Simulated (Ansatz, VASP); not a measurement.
## One calculation of Bi, two programs

```xyz
2
Lattice="2.3029 1.3296 4.0060 -2.3029 1.3296 4.0060 0.0000 -2.6592 4.0060" Properties=species:S:1:pos:R:3 pbc="T T T"
Bi    0.0000    0.0000    2.8109
Bi    0.0000    0.0000    9.2072
```

Change from the starting cell: volume scaled by 1.04, PAW files.

Alike in both runs: task electric field gradients; functional LDA; k mesh 11 × 11 × 11; occupations fermi-dirac, width 0.03 eV; no spin polarisation.

|  | VASP | Ansatz |
| --- | --- | --- |
| version | VASP 6.6.1 | Ansatz 0.2.0 |
| potentials or method | VASP PAW LDA potentials, release 64 (Bi_d) | PAW with Ansatz's default frozen-core files, scalar-relativistic |
| plane-wave cutoff (eV) | 520 | 420 |
| valence electrons in the cell | 30 | 30 |

|  | VASP | Ansatz | Ansatz less VASP |
| --- | --- | --- | --- |
| pressure (GPa) | -3.4 | -3.4 | -0.05 |
| traceless stress, the component that is largest in VASP (GPa) | 0.28 | 0.30 | +0.020 |
| rms of the force components (eV/Å) | 0.061 | 0.073 | +0.0120 |
| size of Vzz on the site where it differs most (V/Å²) | 31.0 | 31.7 | +0.74 |

LDA's correlation is that of Perdew and Zunger in VASP and of Perdew and Wang (1992) in Ansatz. Atom by atom the forces differ by 0.012 eV/Å (rms over components).

Neither program's run includes spin-orbit coupling.
